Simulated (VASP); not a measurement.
Write the native input for VASP 6.6.1 that does the following.

* Task: single point
* Functional: PBE
* Potentials or basis: VASP PAW PBE potentials, release 64 (Li_sv, F)
* Cutoff: 520 eV
* k mesh: 9 × 9 × 6
* Occupations: gaussian, width 0.05 eV
* Spin: no spin polarisation
* Dipole correction: no
* Further INCAR settings: ALGO = Normal; EDIFF = 1e-06; NBANDS = 18

The structure of LiF lies in POSCAR:

```
LiF
1.0
    2.8332289033      0.0000000000      0.0000000000
   -1.4166144516      2.4536482050      0.0000000000
    0.0000000000      0.0000000000      5.0122652529
Li F
2 2
Direct
    0.3333333333      0.6666666667      0.3810713234
    0.6666666667      0.3333333333      0.8810713234
    0.3333333333      0.6666666667      0.9939266766
    0.6666666667      0.3333333333      0.4939266766
```

This cell differs from its parent crystal: volume 8.711 Å^3 an atom, c/a of the conventional cell 1.7691.

The input as run:

INCAR

```
SYSTEM = LiF
ALGO = Normal
EDIFF = 1E-6
ENCUT = 520
GGA = PE
ISIF = 2
ISMEAR = 0
LASPH = .True.
LCHARG = .False.
LREAL = .False.
LWAVE = .False.
NBANDS = 18
NELM = 60
PREC = Accurate
SIGMA = 0.05
```

KPOINTS

```
k-points
0
Gamma
  9 9 6
  0 0 0
```

Potentials or basis: VASP PAW PBE potentials, release 64 (Li_sv, F).

The run is started by

```console
$ cat potpaw_PBE.64/Li_sv/POTCAR potpaw_PBE.64/F/POTCAR > POTCAR
$ mpirun -np 1 vasp_std > vasp.out
```

It gave:

The largest force is 0.623 eV/Å and the band gap on the k mesh is 8.55 eV, direct.

Wall time 49 s on 1 thread of AMD EPYC 7R13 (shared host), peak memory 0.13 GiB.
